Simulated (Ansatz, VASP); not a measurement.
**TaMo3 in VASP and in Ansatz**

File INCAR:

```
SYSTEM = TaMo3
ALGO = Fast
EDIFF = 1E-6
EDIFFG = -0.04
ENCUT = 600
GGA = PE
IBRION = 2
ISIF = 3
ISMEAR = 0
LASPH = .True.
LCHARG = .False.
LREAL = .False.
LWAVE = .False.
NELM = 80
NSW = 90
PREC = Accurate
SIGMA = 0.1
```

KPOINTS

```
k-points
0
Gamma
  6 6 4
  0 0 0
```

POSCAR

```
TaMo3
1.0
    5.5579602415      0.0000000000      0.0000000000
   -2.7789801207      4.8133347623      0.0000000000
    0.0000000000      0.0000000000      4.9993952372
Ta Mo
2 6
Direct
    0.6666666667      0.3333333333      0.2500000000
    0.3333333333      0.6666666667      0.7500000000
    0.3304870294      0.1652435147      0.7500000000
    0.8347564853      0.1652435147      0.7500000000
    0.8347564853      0.6695129706      0.7500000000
    0.6695129706      0.8347564853      0.2500000000
    0.1652435147      0.8347564853      0.2500000000
    0.1652435147      0.3304870294      0.2500000000
```

Input for Ansatz:

```yaml
crystal:
  lattice:
    - [5.5579602415, 0.0, 0.0]
    - [-2.7789801207, 4.8133347623, 0.0]
    - [0.0, 0.0, 4.9993952372]
  atoms:
    - { symbol: Ta, position: [0.6666666667, 0.3333333333, 0.25] }
    - { symbol: Ta, position: [0.3333333333, 0.6666666667, 0.75] }
    - { symbol: Mo, position: [0.3304870294, 0.1652435147, 0.75] }
    - { symbol: Mo, position: [0.8347564853, 0.1652435147, 0.75] }
    - { symbol: Mo, position: [0.8347564853, 0.6695129706, 0.75] }
    - { symbol: Mo, position: [0.6695129706, 0.8347564853, 0.25] }
    - { symbol: Mo, position: [0.1652435147, 0.8347564853, 0.25] }
    - { symbol: Mo, position: [0.1652435147, 0.3304870294, 0.25] }
basis:
  ecutwfc: 420
kpoints:
  mp_grid: { grid: [6, 6, 4] }
hamiltonian:
  xc: pbe
scf:
  occupations: { method: gaussian, width: 0.1 }
  lower_state_search: "off"
output:
  forces: true
  stress: true
  eigenvalues: true
relax:
  adjacent_minimum: "off"
  f_tol: 0.04
  max_steps: 70
  cell: { stress_tol: 0.4 }
```

Change from the starting cell: species swapped into the LuZr3 type (P6_3/mmc, No. 194).

Alike in both runs: task relaxation of cell and atoms; functional PBE; k mesh 6 × 6 × 4; occupations gaussian, width 0.1 eV; no spin polarisation.

|  | VASP | Ansatz |
| --- | --- | --- |
| version | VASP 6.6.1 | Ansatz 0.2.0 |
| potentials or method | VASP PAW PBE potentials, release 64 (Ta_pv, Mo_sv), cutoff 600 eV | scalar-relativistic, plane waves, PAW |
| valence electrons in the cell | 106 | 110 |

|  | VASP | Ansatz | Ansatz less VASP |
| --- | --- | --- | --- |
| gap on the k mesh at the Fermi level, each at its own relaxed structure (eV) | none | none | - |
| relaxed volume (Å³/atom) | 16.78 | 16.77 | -0.013 |
| relaxed cell length with the largest relative difference (Å) | 5.032 | 5.028 | -0.0036 |

A gap of «none» marks a metal or a gap that the smearing closes. VASP's potentials hold 106 valence electrons a cell and Ansatz's 110, so a difference there can come from the potentials and not from the codes.

Spin-orbit coupling is off throughout.
